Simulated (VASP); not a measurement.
# Te: single point with AM05

The system is Te, a sheet with vacuum.

```
Te
1.0
     3.07031    0.00000    0.00000
     0.00000   -5.91558    0.00000
     0.00000    0.00000  -16.00000
Te
2
Direct
  0.00000 0.00000 0.50000
  0.99814 0.50000 0.50000
```

```json
{
 "Program": "VASP 6.6.1",
 "Task": "single point",
 "Functional": "AM05",
 "Potentials or basis": "VASP PAW PBE potentials, release 64 (Te)",
 "Cutoff": "400 eV",
 "k mesh": "6 × 3 × 1",
 "Occupations": "gaussian, width 0.03 eV",
 "Spin": "no spin polarisation"
}
```

* Largest force: 0.004 eV/Å

Forces in eV/Å, atoms in the order of the input:
```
Te  -0.004  0.000  0.000
Te   0.004  0.000  0.000
```

Levels at points of the mesh, in eV from the Fermi level:
```tsv
k point	band 5	band 6	band 7	band 8	band 9	band 10
(0.00, 0.00, 0.00)	-3.28	-10.88	3.68	-3.41	4.58	1.47
(0.50, 0.00, 0.00)	-3.46	-1.28	3.15	4.14	4.92	7.28
```

It took 3.7 min on 1 thread of Intel(R) Xeon(R) Platinum 8175M CPU @ 2.50GHz (Skylake/Cascade Lake), with other jobs on the host, peak memory 0.26 GiB.

Caveat: the bands computed are all filled at some k points, so no gap is given; the PAW data sets were made with another functional, which shifts forces and pressure a little; spin-orbit coupling is left out, which moves the levels of the heavy elements.
